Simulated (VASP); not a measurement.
# H (I4/mmm) in VASP: single point with PBE

Aim: the single point of H with PBE.

Program: VASP 6.6.1. These are calculated values, not measurements. Logs are shortened: lines on timing, memory, paths and dates and some standing lists are left out, and cuts for length are marked.

### 1 The cell of the first run

Symmetry: I4/mmm, No. 139, tetragonal system. The conventional cell has a = 3.383 Å, b = 3.383 Å, c = 4.117 Å, α = 90.00°, β = 90.00°, γ = 90.00°. H (site symmetry 4mm) has 1 H at 0.74 Å within 1.0 Å.

### 2 Single point, PBE

INCAR

```
PREC     = Accurate       # precision mode
ENCUT    = 520            # plane-wave cutoff, eV
EDIFF    = 1E-7           # SCF threshold, eV
ISMEAR   = 0              # smearing method
SIGMA    = 0.05           # smearing width, eV
LREAL    = False          # projectors in reciprocal space
LASPH    = True           # aspherical terms in the spheres
NELM     = 100            # most SCF steps
ALGO     = Normal         # electronic algorithm
ISIF     = 2              # what is computed and relaxed
LWAVE    = False          # write WAVECAR
LCHARG   = True           # write CHGCAR
GGA      = PE             # functional
LELF     = True           # ELF
LVHAR    = True         
NBANDS   = 8              # bands
```

KPOINTS

```
Automatic mesh
0
Gamma
  14 14 14
```

POSCAR

```
H
1.0
   -1.6915344700      1.6915344700      2.0584739900
    1.6915344700     -1.6915344700      2.0584739900
    1.6915344700      1.6915344700     -2.0584739900
H
2
Direct
    0.9098622900      0.9098622900      0.0000000000
    0.0901377100      0.0901377100      0.0000000000
```

Potentials or basis: VASP PAW PBE potentials, release 64 (H).

On the command line:

```bash
> cat potpaw_PBE.64/H/POTCAR > POTCAR
> mpirun -np 1 vasp_std > vasp.out
```

OUTCAR:

```text
PREC = Accurate
   ENCUT = 520
   EDIFF = 1E-7
   ISMEAR = 0
   LREAL = False
   LASPH = True
   NELM = 100
   ISIF = 2
   GGA = PE

 ion  position               nearest neighbor table
   1  0.910  0.910  0.000-   2 0.74
   2  0.090  0.090  0.000-   1 0.74

  LATTYP: Found a body centered tetragonal cell.
 ALAT       =     3.3830689400
 C/A-ratio  =     1.2169270130

  Lattice vectors:

 A1 = (  -1.6915344700,   1.6915344700,   2.0584739900)
 A2 = (   1.6915344700,  -1.6915344700,   2.0584739900)
 A3 = (   1.6915344700,   1.6915344700,  -2.0584739900)

Analysis of symmetry for initial positions (statically):
=====================================================================
 Subroutine PRICEL returns:
 Original cell was already a primitive cell.

 Routine SETGRP: Setting up the symmetry group for a
 body centered tetragonal supercell.

 Subroutine GETGRP returns: Found 16 space group operations
 (whereof 16 operations were pure point group operations)
 out of a pool of 16 trial point group operations.

The static configuration has the point symmetry D_4h.

Analysis of symmetry for dynamics (positions and initial velocities):
=====================================================================
 Subroutine PRICEL returns:
 Original cell was already a primitive cell.

 Routine SETGRP: Setting up the symmetry group for a
 body centered tetragonal supercell.

 Subroutine GETGRP returns: Found 16 space group operations
 (whereof 16 operations were pure point group operations)
 out of a pool of 16 trial point group operations.

The dynamic configuration has the point symmetry D_4h.

 Subroutine INISYM returns: Found 16 space group operations
 (whereof 16 operations are pure point group operations),
 and found     1 'primitive' translations

----------------------------------------------------------------------------------------

                                     Primitive cell

  volume of cell :      23.5596

  direct lattice vectors                    reciprocal lattice vectors
    -1.691534470  1.691534470  2.058473990     0.000000000  0.295589602  0.242898381
     1.691534470 -1.691534470  2.058473990     0.295589602  0.000000000  0.242898381
     1.691534470  1.691534470 -2.058473990     0.295589602  0.295589602  0.000000000

  length of vectors
[... 83 lines left out ...]
   LREAL  =      F    real-space projection
   EDIFFG = 0.1E-05   stopping-criterion for IOM
   NSW    =      0    number of steps for IOM
   IBRION =     -1    ionic relax: 0-MD 1-quasi-New 2-CG
   NFREE  =      0    steps in history (QN), initial steepest desc. (CG)
   ISIF   =      2    stress and relaxation
   ISYM   =      2    0-nonsym 1-usesym 2-fastsym
   POTIM  = 0.5000    time-step for ionic-motion
   TEBEG  =    0.0;   TEEND  =   0.0 temperature during run
   PSTRESS=    0.0 pullay stress
   NELECT =       2.0000    total number of electrons
   NUPDOWN=      -1.0000    fix difference up-down
   EMIN   =  10.00;   EMAX   =-10.00  energy-range for DOS
   EFERMI =   0.00;   METHOD = LEGACY
   ISMEAR =     0;   SIGMA  =   0.05  broadening in eV -4-tet -1-fermi 0-gaus
   EFERMI_NEDOS =   21; number of points for ismear=-14 and -15
   IALGO  =     38    algorithm
   IMIX   =      4    mixing-type and parameters
     AMIX     =   0.40;   BMIX     =  1.00
     AMIX_MAG =   1.60;   BMIX_MAG =  1.00
  volume/ion in A,a.u.               =      11.78        79.49
  Fermi-wavevector in a.u.,A,eV,Ry     =   0.719497  1.359653  7.043413  0.517676
  Thomas-Fermi vector in A             =   1.808708
   LORBIT       =      0    0 simple, 1 ext, 2 COOP (PROOUT), +10 PAW based schemes
   GGA     = PE    functional components
   LHFCALC =     F    Hartree Fock is set to
   AEXX    =    0.0000 exact exchange contribution
   IVDW    =     0    specifies the selected vdW correction
   LEPSILON=     F    determine dielectric tensor
   LRPA    =     F    only Hartree local field effects (RPA)
 non-spin polarized calculation
 Gauss-broadening in eV      SIGMA  =   0.05
  energy-cutoff  :      520.00
  volume of cell :       23.56
 maximum number of plane-waves:       648
   NGX = 11   NGY = 11   NGZ = 11

 number of electron       2.0000000 magnetization

 Free energy of the ion-electron system (eV)
  ---------------------------------------------------
  ext. energy  EPLUGINS =         0.00000000
  ---------------------------------------------------
  free energy    TOTEN  =        -6.78116981 eV

  energy without entropy =       -6.78116981  energy(sigma->0) =       -6.78116981

 E-fermi :  -7.8842     XC(G=0):  -5.3457

 val. band max:       -8.1569639013   @ k =   0.5000   0.5000   0.5000
 cond. band min:       0.7792682979   @ k =   0.5000  -0.0000   0.0000
 fundamental gap:      8.9362321992
 Fermi energy:        -7.8841728217

 k-point     1 :       0.0000    0.0000    0.0000
  band No.  band energies     occupation
      1     -10.5227      2.00000
      2       5.4437      0.00000
      3       8.9324      0.00000
      4      15.3807      0.00000
      5      15.3807      0.00000
      6      17.4523      0.00000
      7      17.4523      0.00000
      8      18.9774      0.00000
[... 243 lines left out ...]
 k-point    24 :       0.2857    0.1429    0.0000
  band No.  band energies     occupation
      1      -9.2482      2.00000
      2       1.6978      0.00000
      3       7.8583      0.00000
      4      10.4745      0.00000
      5      13.1255      0.00000
      6      16.1781      0.00000
      7      18.4521      0.00000
      8      19.9730      0.00000

 [... further k-points ...]

------------------------ aborting loop because EDIFF is reached ----------------------------------------

  FORCE on cell =-STRESS in cart. coord.  units (eV):
  Direction    XX          YY          ZZ          XY          YZ          ZX
  --------------------------------------------------------------------------------------
  -------------------------------------------------------------------------------------
  Total        0.0273261      0.0273261      0.2218422      0.0000000      0.0000000      0.0000000
  in kB        1.8583206      1.8583206     15.0864734      0.0000000      0.0000000      0.0000000
  external PRESSURE =       6.2677048 kB  Pullay stress =       0.0000000 kB

 VOLUME and BASIS-vectors are now :
 -----------------------------------------------------------------------------
  energy-cutoff  :      520.00
  volume of cell :       23.56
      direct lattice vectors                 reciprocal lattice vectors
    -1.691534470  1.691534470  2.058473990     0.000000000  0.295589602  0.242898381
     1.691534470 -1.691534470  2.058473990     0.295589602  0.000000000  0.242898381
     1.691534470  1.691534470 -2.058473990     0.295589602  0.295589602  0.000000000

 POSITION                                       TOTAL-FORCE (eV/Angst)
 -----------------------------------------------------------------------------------
      0.00000      0.00000      3.74586         0.000000      0.000000     -0.263728
      0.00000      0.00000      0.37109        -0.000000     -0.000000      0.263728
 -----------------------------------------------------------------------------------
    total drift:                               -0.000000      0.000000      0.000000

  FREE ENERGIE OF THE ION-ELECTRON SYSTEM (eV)
  ---------------------------------------------------
  free  energy   TOTEN  =        -6.7811698133 eV

  energy  without entropy=       -6.7811698133  energy(sigma->0) =       -6.78116981
```

It took 22 s on 1 thread of AMD EPYC 9R45 (Zen 5), shared host; peak memory 0.12 GiB.

Results:

```
Free energy            : -6.7812 eV
Pressure               : 0.6 GPa
Largest force          : 0.264 eV/Å
Band gap on the k mesh : 8.94 eV, indirect (least direct gap 9.74 eV)
```

Forces in eV/Å, atoms in the order of the input:
```
H    0.000  0.000 -0.264
H    0.000  0.000  0.264
```

Stress tensor (GPa, compression positive):
```
0.19 0.00 0.00
0.00 0.19 0.00
0.00 0.00 1.51
```

A k mesh can miss the band edges. PBE gaps usually lie below the measured ones, often by a third to a half.
